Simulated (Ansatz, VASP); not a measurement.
# Two plane-wave programs on Re2W

```
CELL_PARAMETERS angstrom
0.00000 3.62532 3.62532
3.62532 0.00000 3.62532
3.62532 3.62532 0.00000
ATOMIC_POSITIONS crystal
Re 0.62500 0.62500 0.62500
Re 0.12500 0.62500 0.62500
Re 0.62500 0.62500 0.12500
Re 0.62500 0.12500 0.62500
W 0.00000 0.00000 0.00000
W 0.25000 0.25000 0.25000
```

Alike in both runs: functional PBE; k mesh 10 × 10 × 10; occupations gaussian, width 0.1 eV; no spin polarisation.

Ansatz relaxed the structure, and its values are those at the end. VASP's run is a single point on that final structure, the one shown.

|  | VASP | Ansatz |
| --- | --- | --- |
| version | VASP 6.6.1 | Ansatz 0.2.0 |
| potentials or method | VASP PAW PBE potentials, release 64 (Re, W_sv), cutoff 520 eV | scalar-relativistic, plane waves, PAW |
| valence electrons in the cell | 56 | 88 |

Ansatz gave:

| Quantity | Value |
| --- | --- |
| gap on the k mesh at the Fermi level (eV) | none |
| pressure (GPa) | 0.0 |

Problem. What did VASP give for the same quantities?

Solution. gap on the k mesh at the Fermi level (eV): none; pressure (GPa): -0.3.

A gap of «none» marks a metal or a gap that the smearing closes. The functional is the same, so the differences come from potentials, cutoffs and numerics. VASP's potentials hold 56 valence electrons a cell and Ansatz's 88, so a difference there can come from the potentials and not from the codes.

Spin-orbit coupling is off throughout.
